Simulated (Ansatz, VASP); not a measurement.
# SiC in VASP and in Ansatz

The input INCAR:

```
SYSTEM = SiC
PREC = Accurate
ENCUT = 520
EDIFF = 1E-6
ISMEAR = 0
SIGMA = 0.05
LREAL = .FALSE.
LASPH = .TRUE.
NELM = 60
ALGO = Normal
ISIF = 2
LWAVE = .FALSE.
LCHARG = .FALSE.
GGA = PE
NBANDS = 11
```

File KPOINTS:

```
regular mesh
0
G
  12 12 12
  0 0 0
```

The input POSCAR:

```
SiC
1.0
    0.0000000000      2.1898640927      2.1898640927
    2.1898640927      0.0000000000      2.1898640927
    2.1898640927      2.1898640927      0.0000000000
Si C
1 1
Direct
    0.0000000000      0.0000000000      0.0000000000
    0.7500000000      0.7500000000      0.7500000000
```

Input for Ansatz:

```yaml
crystal:
  lattice:
    - [0.0, 2.1898640927, 2.1898640927]
    - [2.1898640927, 0.0, 2.1898640927]
    - [2.1898640927, 2.1898640927, 0.0]
  atoms:
    - { symbol: Si, position: [0.0, 0.0, 0.0] }
    - { symbol: C, position: [0.75, 0.75, 0.75] }
basis:
  ecutwfc: 420
kpoints:
  mp_grid: { grid: [12, 12, 12] }
hamiltonian:
  xc: pbe
scf:
  occupations: { method: gaussian, width: 0.05 }
output:
  forces: true
  stress: true
  eigenvalues: true
```

Alike in both runs: task single point; functional PBE; k mesh 12 × 12 × 12; occupations gaussian, width 0.05 eV; no spin polarisation.

|  | VASP | Ansatz |
| --- | --- | --- |
| version | VASP 6.6.1 | Ansatz 0.2.0 |
| potentials or method | VASP PAW PBE potentials, release 64 (Si, C), cutoff 520 eV | scalar-relativistic, plane waves, PAW |
| valence electrons in the cell | 8 | 8 |

|  | VASP | Ansatz | Ansatz less VASP |
| --- | --- | --- | --- |
| gap on the k mesh at the Fermi level (eV) | 1.37 | 1.37 | +0.002 |
| least direct gap on the mesh (eV) | 4.53 | 4.53 | +0.003 |
| pressure (GPa) | 0.0 | 0.0 | +0.05 |
